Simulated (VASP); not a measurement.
Wanted: the native input for a VASP 6.6.1 run.

- Task: single point
- Functional: RPBE
- Potentials or basis: VASP PAW PBE potentials, release 64 (Te)
- Cutoff: 520 eV
- k mesh: 13 × 13 × 13
- Occupations: fermi-dirac, width 0.1 eV
- Spin: no spin polarisation
- Dipole correction: no
- Further INCAR settings: ALGO = Normal; EDIFF = 1e-07; NBANDS = 9

The structure of Te lies in POSCAR:

```
Te
1.0
    0.0000000000      2.4403005209      2.4403005209
    2.4403005209      0.0000000000      2.4403005209
    2.4403005209      2.4403005209      0.0000000000
Te
1
Direct
    0.0000000000      0.0000000000      0.0000000000
```

These files were run (other wordings do the same):

INCAR

```
SYSTEM = Te
ALGO = Normal
EDIFF = 1E-7
ENCUT = 520
GGA = RP
ISIF = 2
ISMEAR = -1
LASPH = .True.
LCHARG = .False.
LREAL = .False.
LWAVE = .False.
NBANDS = 9
NELM = 60
PREC = Accurate
SIGMA = 0.1
```

KPOINTS

```
k-points
0
Gamma
  13 13 13
  0 0 0
```

Potentials or basis: VASP PAW PBE potentials, release 64 (Te).

Launch:

```bash
$ cat potpaw_PBE.64/Te/POTCAR > POTCAR
$ mpirun -np 1 vasp_std > vasp.out
```

It gave:

```json
{
  "Pressure": "-0.1 GPa",
  "Band gap on the k mesh": "zero (band 3 reaches 10.50 eV, above the bottom of band 4 at 5.80 eV)"
}
```

Caveat: the PAW data sets were made with another functional, which shifts forces and pressure a little; spin-orbit coupling is left out, which moves the levels of the heavy elements.

It took 12 s on 1 thread of Intel(R) Xeon(R) Platinum 8488C (Sapphire Rapids) (shared host), peak memory 0.17 GiB.
